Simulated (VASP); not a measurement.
Wanted: the native input for a VASP 6.6.1 run.

* Task: single point
* Functional: r2SCAN
* Potentials or basis: VASP PAW PBE potentials, release 64 (P)
* Cutoff: 520 eV
* k mesh: 8 × 1 × 6
* Occupations: gaussian, width 0.02 eV
* Spin: no spin polarisation
* Dipole correction: no
* Further INCAR settings: ALGO = Normal; EDIFF = 1e-06; NBANDS = 18

System: P, a slab with vacuum.

```
P
1.0
     3.26581    0.00000    0.00000
     0.00000   34.59716    0.00000
     0.00000    0.00000    4.77521
P
4
Direct
  0.00000 0.97015 0.59354
  0.00000 0.02985 0.40646
  0.50000 0.02985 0.09354
  0.50000 0.97015 0.90646
```

This cell differs from its parent crystal: uniaxial strain along c: +3.0 %.

The input as run:

POSCAR

```
P
1.0
    3.2658064023      0.0000000000      0.0000000000
    0.0000000000     34.5971612809      0.0000000000
    0.0000000000      0.0000000000      4.7752118947
P
4
Direct
    0.0000000000      0.9701523613      0.5935437164
    0.0000000000      0.0298476387      0.4064562836
    0.5000000000      0.0298476387      0.0935437164
    0.5000000000      0.9701523613      0.9064562836
```

INCAR.step1

```
SYSTEM = P
ALGO = Normal
EDIFF = 1E-4
ENCUT = 520
GGA = PE
ISMEAR = 0
LASPH = .True.
LCHARG = .False.
LREAL = .False.
LWAVE = .True.
NBANDS = 18
NELM = 80
PREC = Accurate
SIGMA = 0.02
```

INCAR.step2

```
SYSTEM = P
ALGO = Normal
EDIFF = 1E-6
ENCUT = 520
ISIF = 2
ISMEAR = 0
ISTART = 1
LASPH = .True.
LCHARG = .False.
LMIXTAU = .True.
LREAL = .False.
LWAVE = .False.
METAGGA = R2SCAN
NBANDS = 18
NELM = 80
PREC = Accurate
SIGMA = 0.02
```

KPOINTS

```
k-points
0
Gamma
  8 1 6
  0 0 0
```

Potentials or basis: VASP PAW PBE potentials, release 64 (P).

Command:

```sh
$ cat potpaw_PBE.64/P/POTCAR > POTCAR
$ cp INCAR.step1 INCAR
$ mpirun -np 1 vasp_std > vasp.out
$ cp INCAR.step2 INCAR
$ mpirun -np 1 vasp_std > vasp.out
```

It gave:

- Largest force: 0.289 eV/Å
- Band gap on the k mesh: 1.27 eV

Caveat: the cell differs from its parent crystal (uniaxial strain along c: +3.0 %); there is no dipole correction, which matters where the two faces differ; the PAW data sets were made with another functional, which shifts forces and pressure a little.

Run time: 15 min on 1 thread of AMD EPYC 9R45 96-Core Processor (Zen 5), with other jobs on the host, peak memory 0.6 GiB.
